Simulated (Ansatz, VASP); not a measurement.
## Two plane-wave programs on Rh

```
Rh
1.0
     2.73098    0.00000    0.00000
    -1.36549    2.36510    0.00000
     0.00000    0.00000    4.42849
Rh
2
Direct
  0.66667 0.33333 0.75000
  0.33333 0.66667 0.25000
```

Alike in both runs: task single point; functional PBE; k mesh 2 × 2 × 4; occupations gaussian, width 0.1 eV; collinear spin.

|  | VASP | Ansatz |
| --- | --- | --- |
| version | VASP 6.6.1 | Ansatz 0.2.0 |
| potentials or method | VASP PAW PBE potentials, release 64 (Rh_pv), cutoff 500 eV | scalar-relativistic, plane waves, PAW |
| valence electrons in the cell | 30 | 34 |

```csv
,VASP,Ansatz,Ansatz less VASP
gap on the k mesh at the Fermi level (eV),none,none,-
pressure (GPa),25.5,25.3,-0.27
"traceless stress, the component that is largest in VASP (GPa)",-6.03,-5.86,+0.169
net moment per atom (μB),1.43,1.43,0.000
size of the moment on the site where the two differ most (μB),1.44,1.43,-0.010
```

Site moments also hang on the region over which each program counts them. A gap of «none» marks a metal or a gap that the smearing closes. VASP's potentials hold 30 valence electrons a cell and Ansatz's 34, so a difference there can come from the potentials and not from the codes. Ansatz's warnings: no starting moments.

The k mesh is coarse, so the values compare programs but aren't converged.
